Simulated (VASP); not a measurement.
# Ba3Re: single point with PBE

Crystal: Ba3Re.

```xyz
4
Lattice="4.9927 0.0000 0.0000 0.0000 4.9927 0.0000 0.0000 0.0000 4.9927" Properties=species:S:1:pos:R:3 pbc="T T T"
Ba    0.0000    2.4964    2.4964
Ba    2.4964    0.0000    2.4964
Ba    2.4964    2.4964    0.0000
Re    0.0000    0.0000    0.0000
```

```
Program             : VASP 6.6.1
Task                : single point
Functional          : PBE
Potentials or basis : VASP PAW PBE potentials, release 64 (Ba_sv, Re)
Cutoff              : 520 eV
k mesh              : 4 × 4 × 4
Occupations         : gaussian, width 0.1 eV
Spin                : no spin polarisation
```

```
Pressure               : 4.7 GPa
Band gap on the k mesh : zero (an odd number of electrons rules out a gap without spin polarisation)
```

Levels at points of the mesh, in eV from the Fermi level:
```
           k point  band 17  band 18  band 19  band 20  band 21  band 22
(0.00, 0.00, 0.00)    -1.54    -1.54    -1.54     1.30     1.30     1.30
(0.50, 0.00, 0.00)    -0.53    -0.02    -0.02    -0.01     0.24     0.93
(0.50, 0.50, 0.00)    -0.06     0.04     0.27     0.48     0.48     1.01
(0.50, 0.50, 0.50)    -0.06    -0.06     0.94     0.94     0.94     2.52
```

It took 49 s on 1 thread of Intel(R) Xeon(R) Platinum 8559C (Emerald Rapids), on a shared host, peak memory 0.24 GiB.

Caveat: the cell stands under pressure; spin-orbit coupling is left out, which moves the levels of the heavy elements.
